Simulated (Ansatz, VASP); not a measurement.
## One calculation of Ga4As3P, two programs

```
CELL_PARAMETERS angstrom
4.58782 0.00000 0.00000
0.00000 4.58782 0.00000
0.00000 0.00000 8.79520
ATOMIC_POSITIONS crystal
Ga 0.00000 0.50000 0.30417
Ga 0.50000 0.00000 0.30417
Ga 0.00000 0.50000 0.69583
Ga 0.50000 0.00000 0.69583
P 0.50000 0.50000 0.50000
As 0.00000 0.00000 0.14228
As 0.00000 0.00000 0.85772
As 0.00000 0.00000 0.50000
```

Alike in both runs: functional PBE; k mesh 3 × 3 × 3; occupations gaussian, width 0.2 eV; no spin polarisation.

Ansatz relaxed the structure, and its values are those at the end. VASP's run is a single point on that final structure, the one shown.

```csv
,VASP,Ansatz
version,VASP 6.6.1,Ansatz 0.2.0
potentials or method,"VASP PAW PBE potentials, release 64 (Ga_d, P, As), cutoff 520 eV","scalar-relativistic, plane waves, PAW"
valence electrons in the cell,72,102
```

VASP gave:

| Quantity | Value |
| --- | --- |
| gap on the k mesh at the Fermi level (eV) | none |
| pressure (GPa) | 0.1 |

Task: Which values does Ansatz return?

Result: gap on the k mesh at the Fermi level (eV): none; pressure (GPa): 0.0.

A gap of «none» marks a metal or a gap that the smearing closes. VASP's potentials hold 72 valence electrons a cell and Ansatz's 102, so a difference there can come from the potentials and not from the codes.

The k mesh is coarse, so the values compare programs but aren't converged.
